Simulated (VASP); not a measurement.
# Al (Im-3m) in VASP: a series of runs

Al is run at these levels: PBE0, PBEsol-based global hybrid with 25 % exact exchange, B3LYP, HSE06; tasks: single point.

Everything below comes from runs of VASP 6.6.1. Logs are shortened: lines on timing, memory, paths and dates and some standing lists are left out, and cuts for length are marked.

## Step 1: The cell of the first run

It takes space group Im-3m (No. 229, cubic). Conventional cell: a = 3.223 Å, b = 3.223 Å, c = 3.223 Å, α = 90.00°, β = 90.00°, γ = 90.00°. Al (site symmetry m-3m) has 14 Al at 2.79 to 3.22 Å within 3.7 Å.

This isn't the form of Al at room conditions, which is fcc.

## Step 2: Single point, PBE0

POSCAR

```
Al
1.0
   -1.6114657336      1.6114657336      1.6114657336
    1.6114657336     -1.6114657336      1.6114657336
    1.6114657336      1.6114657336     -1.6114657336
Al
1
Direct
    0.0000000000      0.0000000000      0.0000000000
```

INCAR.step1

```
SYSTEM = Al
PREC = Accurate
ENCUT = 520
EDIFF = 1E-5
ISMEAR = -1
SIGMA = 0.05
LREAL = .False.
LASPH = .True.
NELM = 60
ALGO = Normal
ISIF = 2
LWAVE = .True.
LCHARG = .False.
GGA = PE
NBANDS = 8
```

INCAR.step2

```
SYSTEM = Al
PREC = Accurate
ENCUT = 520
EDIFF = 1E-6
ISMEAR = -1
SIGMA = 0.05
LREAL = .False.
LASPH = .True.
NELM = 60
ALGO = Normal
ISIF = 2
LWAVE = .False.
LCHARG = .False.
GGA = PE
LHFCALC = .True.
AEXX = 0.25
PRECFOCK = Normal
ISTART = 1
NBANDS = 8
```

KPOINTS

```
Automatic mesh
0
Gamma
  6 6 6
  0 0 0
```

Potentials or basis: VASP PAW PBE potentials, release 64 (Al).

Run with:

```
$ cat potpaw_PBE.64/Al/POTCAR > POTCAR
$ cp INCAR.step1 INCAR
$ mpirun -np 1 vasp_std > vasp.out
$ cp INCAR.step2 INCAR
$ mpirun -np 1 vasp_std > vasp.out
```

OUTCAR:

```text
SYSTEM = Al
   PREC = Accurate
   ENCUT = 520
   EDIFF = 1E-6
   ISMEAR = -1
   LREAL = .False.
   LASPH = .True.
   NELM = 60
   ISIF = 2
   GGA = PE
   LHFCALC = .True.
   AEXX = 0.25
   PRECFOCK = Normal
   ISTART = 1

 ion  position               nearest neighbor table
   1  0.000  0.000  0.000-

  LATTYP: Found a body centered cubic cell.
 ALAT       =     3.2229314672

  Lattice vectors:

 A1 = (  -1.6114657336,   1.6114657336,   1.6114657336)
 A2 = (   1.6114657336,  -1.6114657336,   1.6114657336)
 A3 = (   1.6114657336,   1.6114657336,  -1.6114657336)

Analysis of symmetry for initial positions (statically):
=====================================================================
 Subroutine PRICEL returns:
 Original cell was already a primitive cell.

 Routine SETGRP: Setting up the symmetry group for a
 body centered cubic supercell.

 Subroutine GETGRP returns: Found 48 space group operations
 (whereof 48 operations were pure point group operations)
 out of a pool of 48 trial point group operations.

The static configuration has the point symmetry O_h .

Analysis of symmetry for dynamics (positions and initial velocities):
=====================================================================
 Subroutine PRICEL returns:
 Original cell was already a primitive cell.

 Routine SETGRP: Setting up the symmetry group for a
 body centered cubic supercell.

 Subroutine GETGRP returns: Found 48 space group operations
 (whereof 48 operations were pure point group operations)
 out of a pool of 48 trial point group operations.

The dynamic configuration has the point symmetry O_h .

 Subroutine INISYM returns: Found 48 space group operations
 (whereof 48 operations are pure point group operations),
 and found     1 'primitive' translations

----------------------------------------------------------------------------------------

                                     Primitive cell

  volume of cell :      16.7388

  direct lattice vectors                    reciprocal lattice vectors
    -1.611465734  1.611465734  1.611465734     0.000000000  0.310276532  0.310276532
     1.611465734 -1.611465734  1.611465734     0.310276532  0.000000000  0.310276532
     1.611465734  1.611465734 -1.611465734     0.310276532  0.310276532  0.000000000

  length of vectors
     2.791140525  2.791140525  2.791140525     0.438797280  0.438797280  0.438797280

  position of ions in fractional coordinates (direct lattice)
     0.000000000  0.000000000  0.000000000

  ion indices of the primitive-cell ions
   primitive index   ion index
                 1           1

----------------------------------------------------------------------------------------

 KPOINTS: Automatic mesh

Automatic generation of k-mesh.
 Grid dimensions read from file:
 generate k-points for:    6    6    6

 Generating k-lattice:

  Cartesian coordinates                     Fractional coordinates (reciprocal lattice)
     0.000000000  0.051712755  0.051712755     0.166666667  0.000000000  0.000000000
     0.051712755  0.000000000  0.051712755     0.000000000  0.166666667  0.000000000
     0.051712755  0.051712755  0.000000000     0.000000000  0.000000000  0.166666667

  Length of vectors
     0.073132880  0.073132880  0.073132880

  Shift w.r.t. Gamma in fractional coordinates (k-lattice)
     0.000000000  0.000000000  0.000000000

 Subroutine IBZKPT returns following result:
 ===========================================

 Found     16 irreducible k-points:

 Following reciprocal coordinates:
            Coordinates               Weight
  0.000000  0.000000  0.000000      1.000000
  0.166667  0.000000  0.000000     12.000000
  0.333333  0.000000  0.000000     12.000000
  0.500000  0.000000  0.000000      6.000000
  0.166667  0.166667  0.000000     24.000000
  0.333333  0.166667 -0.000000     48.000000
  0.333333  0.333333  0.000000      8.000000
  0.166667  0.166667  0.166667      8.000000
  0.333333  0.166667  0.166667     12.000000
 -0.166667  0.166667  0.166667      6.000000
 -0.333333  0.333333  0.166667     24.000000
  0.500000  0.500000  0.166667     12.000000
 -0.333333  0.500000  0.166667     24.000000
 -0.333333  0.333333  0.333333      6.000000
  0.500000  0.500000  0.333333     12.000000
  0.500000  0.500000  0.500000      1.000000
   k-points           NKPTS =     16   k-points in BZ     NKDIM =    216   number of bands    NBANDS=      8
   number of dos      NEDOS =    301   number of ions     NIONS =      1
   total plane-waves  NPLWV =  13824
   dimension x,y,z NGX =    24 NGY =   24 NGZ =   24
   dimension x,y,z NGXF=    48 NGYF=   48 NGZF=   48
   ions per type =               1
   NGX,Y,Z   is equivalent  to a cutoff of  14.29, 14.29, 14.29 a.u.
   NGXF,Y,Z  is equivalent  to a cutoff of  28.59, 28.59, 28.59 a.u.
 SYSTEM =  Al
   PREC   = accura    normal or accurate (medium, high low for compatibility)
   ISTART =      1    job   : 0-new  1-cont  2-samecut
   ICHARG =      0    charge: 1-file 2-atom 10-const
   ISPIN  =      1    spin polarized calculation?
   LNONCOLLINEAR =      F non collinear calculations
   LSORBIT =      F    spin-orbit coupling
   LASPH  =      T    aspherical Exc in radial PAW
   ENCUT  =  520.0 eV  38.22 Ry    6.18 a.u.   5.19  5.19  5.19*2*pi/ulx,y,z
   NELM   =     60;   NELMIN=  2; NELMDL=  0     # of ELM steps
   EDIFF  = 0.1E-05   stopping-criterion for ELM
   LREAL  =      F    real-space projection
   EDIFFG = 0.1E-04   stopping-criterion for IOM
   NSW    =      0    number of steps for IOM
   IBRION =     -1    ionic relax: 0-MD 1-quasi-New 2-CG
   NFREE  =      0    steps in history (QN), initial steepest desc. (CG)
   ISIF   =      2    stress and relaxation
   ISYM   =      3    0-nonsym 1-usesym 2-fastsym
   POTIM  = 0.5000    time-step for ionic-motion
   TEBEG  =    0.0;   TEEND  =   0.0 temperature during run
   PSTRESS=    0.0 pullay stress
   NELECT =       3.0000    total number of electrons
   NUPDOWN=      -1.0000    fix difference up-down
   EMIN   =  10.00;   EMAX   =-10.00  energy-range for DOS
   EFERMI =   0.00;   METHOD = LEGACY
   ISMEAR =    -1;   SIGMA  =   0.05  broadening in eV -4-tet -1-fermi 0-gaus
   EFERMI_NEDOS =   21; number of points for ismear=-14 and -15
   IALGO  =     38    algorithm
   IMIX   =      1    mixing-type and parameters
     AMIX     =   0.40;   BMIX     =  1.00
     AMIX_MAG =   1.60;   BMIX_MAG =  1.00
  volume/ion in A,a.u.               =      16.74       112.96
  Fermi-wavevector in a.u.,A,eV,Ry     =   0.923012  1.744240 11.591508  0.851952
  Thomas-Fermi vector in A             =   2.048602
   LORBIT       =      0    0 simple, 1 ext, 2 COOP (PROOUT), +10 PAW based schemes
   GGA     = PE    functional components
   LHFCALC =     T    Hartree Fock is set to
   PRECFOCK=normal    Normal, Fast or Accurate (Low or Medium for compatibility)
   ENCUT4O =  -1.0   cutoff for four orbital integrals eV
   NKREDX  =     1    reduce k-point grid by
   NKREDY  =     1    reduce k-point grid by
   NKREDZ  =     1    reduce k-point grid by
   AEXX    =    0.2500 exact exchange contribution
   HFSCREEN=    0.0000 screening length (either q_TF or 0.3 A-1)
   HFSCREENC=   0.0000 screening length for correlation (either q_TF or 0.3 A-1)
   ENCUTFOCK=  -1.0 apply spherical cutoff to Coloumb kernel
   IVDW    =     0    specifies the selected vdW correction
   LEPSILON=     F    determine dielectric tensor
   LRPA    =     F    only Hartree local field effects (RPA)
 non-spin polarized calculation
  energy-cutoff  :      520.00
  volume of cell :       16.74
 maximum number of plane-waves:       468
 NGX is ok and might be reduce to    24
  NGX = 16; NGY = 16; NGZ = 16

 number of electron       3.0000000 magnetization

 Free energy of the ion-electron system (eV)
  ---------------------------------------------------
  ext. energy  EPLUGINS =         0.00000000
  ---------------------------------------------------
  free energy    TOTEN  =        -4.37281033 eV

  energy without entropy =       -4.36862399  energy(sigma->0) =       -4.37071716

 E-fermi :   8.1542     XC(G=0):  -7.9861

 val. band max:        6.5909201537   @ k =   0.5000   0.5000   0.3333
 cond. band min:       8.2515056706   @ k =  -0.3333   0.5000   0.1667
 fundamental gap:      1.6605855169
 Fermi energy:         8.1542101531

 k-point     1 :       0.0000    0.0000    0.0000
  band No.  band energies     occupation
      1      -5.1964      2.00000
      2      22.5636      0.00000
      3      22.5636      0.00000
      4      22.5636      0.00000
      5      23.9099      0.00000
      6      23.9099      0.00000
      7      23.9099      0.00000
      8      25.5499      0.00000

 k-point     2 :       0.1667    0.0000    0.0000
  band No.  band energies     occupation
      1      -4.3095      2.00000
      2      16.6294      0.00000
      3      19.8145      0.00000
      4      20.3423      0.00000
      5      21.7487      0.00000
      6      22.9964      0.00000
      7      25.8382      0.00000
      8      26.0463      0.00000

 k-point     3 :       0.3333    0.0000    0.0000
  band No.  band energies     occupation
      1      -1.6575      2.00000
      2       9.5036      0.00000
      3      17.8206      0.00000
      4      18.1068      0.00000
      5      19.6766      0.00000
      6      21.1882      0.00000
      7      27.9283      0.00000
      8      28.5093      0.00000

 k-point     4 :       0.5000    0.0000    0.0000
  band No.  band energies     occupation
      1       2.5219      2.00000
      2       3.0444      2.00000
      3      17.1531      0.00000
      4      17.3222      0.00000
      5      18.9607      0.00000
      6      20.5052      0.00000
      7      30.1167      0.00000
      8      31.4417      0.00000

 k-point     5 :       0.1667    0.1667    0.0000
  band No.  band energies     occupation
      1      -2.5404      2.00000
      2      13.3024      0.00000
      3      13.8705      0.00000
      4      18.1461      0.00000
      5      22.8107      0.00000
      6      23.1617      0.00000
      7      27.1703      0.00000
      8      27.5312      0.00000

 k-point     6 :       0.3333    0.1667   -0.0000
  band No.  band energies     occupation
      1       0.9869      2.00000
      2       6.3452      2.00000
      3      12.0243      0.00000
      4      16.7395      0.00000
      5      21.6657      0.00000
      6      24.9608      0.00000
      7      26.9770      0.00000
      8      30.2021      0.00000

 k-point     7 :       0.3333    0.3333    0.0000
  band No.  band energies     occupation
      1       5.1415      2.00000
      2       5.1415      2.00000
      3       6.1675      2.00000
      4      16.0424      0.00000
      5      25.0131      0.00000
      6      25.0131      0.00000
      7      25.4516      0.00000
      8      32.9967      0.00000

 k-point     8 :       0.1667    0.1667    0.1667
  band No.  band energies     occupation
      1       0.1030      2.00000
      2      10.8479      0.00000
      3      10.8479      0.00000
      4      11.9833      0.00000
      5      28.1289      0.00000
      6      28.1289      0.00000
      7      28.5406      0.00000
      8      28.5406      0.00000

 k-point     9 :       0.3333    0.1667    0.1667
  band No.  band energies     occupation
      1       4.2548      2.00000
      2       4.8332      2.00000
      3      10.0280      0.00000
      4      10.9022      0.00000
      5      28.2723      0.00000
      6      28.2940      0.00000
      7      30.9775      0.00000
      8      32.1850      0.00000

 k-point    10 :      -0.1667    0.1667    0.1667
  band No.  band energies     occupation
      1      -3.4236      2.00000
      2      16.4517      0.00000
      3      16.4517      0.00000
      4      18.3533      0.00000
      5      19.3485      0.00000
      6      24.1541      0.00000
      7      26.5796      0.00000
      8      26.5796      0.00000

 k-point    11 :      -0.3333    0.3333    0.1667
  band No.  band energies     occupation
      1      -0.7717      2.00000
      2      10.3312      0.00000
      3      14.2188      0.00000
      4      16.5456      0.00000
      5      20.0809      0.00000
      6      23.0820      0.00000
      7      25.5557      0.00000
      8      28.9235      0.00000

 k-point    12 :       0.5000    0.5000    0.1667
  band No.  band energies     occupation
      1       3.4114      2.00000
      2       3.9809      2.00000
      3      13.4636      0.00000
      4      15.7824      0.00000
      5      22.4098      0.00000
      6      22.8298      0.00000
      7      23.5543      0.00000
      8      26.8358      0.00000

 k-point    13 :      -0.3333    0.5000    0.1667
  band No.  band energies     occupation
      1       2.7763      2.00000
      2       8.2515      0.25000
      3       9.0363      0.00000
      4      18.2342      0.00000
      5      18.9186      0.00000
      6      22.2532      0.00000
      7      23.6777      0.00000
      8      31.1244      0.00000

 k-point    14 :      -0.3333    0.3333    0.3333
  band No.  band energies     occupation
      1       1.8695      2.00000
      2      11.9036      0.00000
      3      11.9036      0.00000
      4      13.2883      0.00000
      5      14.9804      0.00000
      6      22.2109      0.00000
      7      28.8341      0.00000
      8      30.4727      0.00000

 k-point    15 :       0.5000    0.5000    0.3333
  band No.  band energies     occupation
      1       6.0055      2.00000
      2       6.5909      2.00000
      3      11.1026      0.00000
      4      13.1924      0.00000
      5      16.6492      0.00000
      6      17.7356      0.00000
      7      28.8841      0.00000
      8      31.3278      0.00000

 k-point    16 :       0.5000    0.5000    0.5000
  band No.  band energies     occupation
      1      11.7371      0.00000
      2      11.7371      0.00000
      3      11.7371      0.00000
      4      12.8493      0.00000
      5      12.8493      0.00000
      6      15.3286      0.00000
      7      35.1185      0.00000
      8      35.1185      0.00000

------------------------ aborting loop because EDIFF is reached ----------------------------------------

  FORCE on cell =-STRESS in cart. coord.  units (eV):
  Direction    XX          YY          ZZ          XY          YZ          ZX
  --------------------------------------------------------------------------------------
  -------------------------------------------------------------------------------------
  Total       -0.0002515     -0.0002515     -0.0002515     -0.0000000     -0.0000000     -0.0000000
  in kB       -0.0240727     -0.0240727     -0.0240727     -0.0000000     -0.0000000     -0.0000000
  external PRESSURE =      -0.0240727 kB  Pullay stress =       0.0000000 kB

 VOLUME and BASIS-vectors are now :
 -----------------------------------------------------------------------------
  energy-cutoff  :      520.00
  volume of cell :       16.74
      direct lattice vectors                 reciprocal lattice vectors
    -1.611465734  1.611465734  1.611465734     0.000000000  0.310276532  0.310276532
     1.611465734 -1.611465734  1.611465734     0.310276532  0.000000000  0.310276532
     1.611465734  1.611465734 -1.611465734     0.310276532  0.310276532  0.000000000

 POSITION                                       TOTAL-FORCE (eV/Angst)
 -----------------------------------------------------------------------------------
      0.00000      0.00000      0.00000        -0.000000      0.000000      0.000000
 -----------------------------------------------------------------------------------
    total drift:                               -0.000000      0.000000      0.000000

  FREE ENERGIE OF THE ION-ELECTRON SYSTEM (eV)
  ---------------------------------------------------
  free  energy   TOTEN  =        -4.3728103311 eV

  energy  without entropy=       -4.3686239920  energy(sigma->0) =       -4.37071716
```

Run time: 83 s. Hardware: 1 thread of AMD EPYC 7R13, shared host; peak memory 0.11 GiB.

What came out:

| Quantity | Value |
| --- | --- |
| Free energy | -4.3728 eV |
| Pressure | 0.0 GPa |
| Band gap on the k mesh | zero (an odd number of electrons rules out a gap without spin polarisation) |

Levels at points of the mesh, in eV from the Fermi level:
```
           k point  band 1  band 2  band 3  band 4  band 5
(0.00, 0.00, 0.00)  -13.35   14.41   14.41   14.41   15.76
(0.50, 0.00, 0.00)   -5.63   -5.11    9.00    9.17   10.81
(0.50, 0.50, 0.50)    3.58    3.58    3.58    4.70    4.70
```

Caveat: the k points lie up to 0.46 Å⁻¹ apart, too coarse for converged energies and pressures of a metal; the PAW data sets were made with another functional, which shifts forces and pressure a little.

## Step 3: Single point, PBEsol-based global hybrid with 25 % exact exchange

This run uses another cell than the first one, of 16.54 Å³/atom.

POSCAR

```
Al
1.0
   -1.6052164635      1.6052164635      1.6052164635
    1.6052164635     -1.6052164635      1.6052164635
    1.6052164635      1.6052164635     -1.6052164635
Al
1
Direct
    0.0000000000      0.0000000000      0.0000000000
```

INCAR.step1

```
SYSTEM = Al
PREC     = Accurate       ! precision mode
ENCUT    = 520            ! plane-wave cutoff, eV
EDIFF    = 1E-5           ! SCF threshold, eV
ISMEAR   = -1             ! smearing method
SIGMA    = 0.05           ! smearing width, eV
LREAL    = .False.        ! projectors in reciprocal space
LASPH    = .True.         ! aspherical terms in the spheres
NELM     = 80             ! most SCF steps
ALGO     = Normal         ! electronic algorithm
ISIF     = 2              ! what is computed and relaxed
LWAVE    = .True.         ! write WAVECAR
LCHARG   = .False.        ! write CHGCAR
GGA      = PE             ! functional
NBANDS   = 8              ! bands
```

INCAR.step2

```
SYSTEM = Al
PREC     = Accurate       ! precision mode
ENCUT    = 520            ! plane-wave cutoff, eV
EDIFF    = 1E-6           ! SCF threshold, eV
ISMEAR   = -1             ! smearing method
SIGMA    = 0.05           ! smearing width, eV
LREAL    = .False.        ! projectors in reciprocal space
LASPH    = .True.         ! aspherical terms in the spheres
NELM     = 80             ! most SCF steps
ALGO     = Normal         ! electronic algorithm
ISIF     = 2              ! what is computed and relaxed
LWAVE    = .False.        ! write WAVECAR
LCHARG   = .False.        ! write CHGCAR
GGA      = PS             ! functional
LHFCALC  = .True.         ! exact exchange
AEXX     = 0.25           ! exact-exchange fraction
PRECFOCK = Normal       
ISTART   = 1            
NBANDS   = 8              ! bands
```

KPOINTS

```
regular mesh
0
Gamma
  6 6 6
  0 0 0
```

Potentials or basis: VASP PAW PBE potentials, release 64 (Al).

Run with:

```
$ cat potpaw_PBE.64/Al/POTCAR > POTCAR
$ cp INCAR.step1 INCAR
$ mpirun -np 1 vasp_std > vasp.out
$ cp INCAR.step2 INCAR
$ mpirun -np 1 vasp_std > vasp.out
```

Wall time 69 s (1 thread of AMD EPYC 7R13, shared host); peak memory 0.11 GiB.

It converged, with:

| Item | Value |
| --- | --- |
| Free energy | -4.5783 eV |
| Pressure | 0.0 GPa |
| Band gap on the k mesh | zero (an odd number of electrons rules out a gap without spin polarisation) |

Levels at points of the mesh, in eV from the Fermi level:
| k point | band 1 | band 2 | band 3 | band 4 | band 5 |
| --- | --- | --- | --- | --- | --- |
| (0.00, 0.00, 0.00) | -13.42 | 14.47 | 14.47 | 14.47 | 15.91 |
| (0.50, 0.00, 0.00) | -5.66 | -5.11 | 9.09 | 9.20 | 10.90 |
| (0.50, 0.50, 0.50) | 3.62 | 3.62 | 3.62 | 4.70 | 4.70 |

Caveat: the k points lie up to 0.46 Å⁻¹ apart, too coarse for converged energies and pressures of a metal; the PAW data sets were made with another functional, which shifts forces and pressure a little.

[end of part 1 of 2]

The gap in the log of VASP goes by the Fermi energy; the results here count the filled bands.